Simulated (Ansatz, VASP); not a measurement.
**One calculation of Be6N, two programs**

```
CELL_PARAMETERS angstrom
3.89950 0.00000 0.00000
-1.94975 3.37707 0.00000
0.00000 0.00000 3.30427
ATOMIC_POSITIONS crystal
Be 0.00000 0.33361 0.50000
Be 0.66639 0.66639 0.50000
Be 0.33361 0.00000 0.50000
Be 0.00000 0.66639 0.50000
Be 0.33361 0.33361 0.50000
Be 0.66639 0.00000 0.50000
N 0.00000 0.00000 0.00000
```

Change from the starting cell: species swapped into the LiC6 type (P6/mmm, No. 191).

Alike in both runs: task relaxation of cell and atoms; functional PBE; k mesh 6 × 6 × 6; occupations gaussian, width 0.1 eV; no spin polarisation.

|  | VASP | Ansatz |
| --- | --- | --- |
| version | VASP 6.6.1 | Ansatz 0.2.0 |
| potentials or method | VASP PAW PBE potentials, release 64 (Be, N), cutoff 600 eV | scalar-relativistic, plane waves, PAW |
| valence electrons in the cell | 17 | 17 |

Ansatz gave:

```
gap on the k mesh at the Fermi level, each at its own relaxed structure (eV) : none
relaxed volume (Å³/atom)                                                     : 10.23
relaxed cell length with the largest relative difference (Å)                 : 6.441
```

Q: What did VASP give for the same quantities?

A: gap on the k mesh at the Fermi level, each at its own relaxed structure (eV): none; relaxed volume (Å³/atom): 9.51; relaxed cell length with the largest relative difference (Å): 6.236.

A gap of «none» marks a metal or a gap that the smearing closes. One of these differences is far larger than is usual between the two programs; its cause wasn't traced.

Noted on VASP's run: the volume moved by over 15 % at a fixed basis, so the end points are rough; too few bands were computed for a metal, which touches its energy and stress.
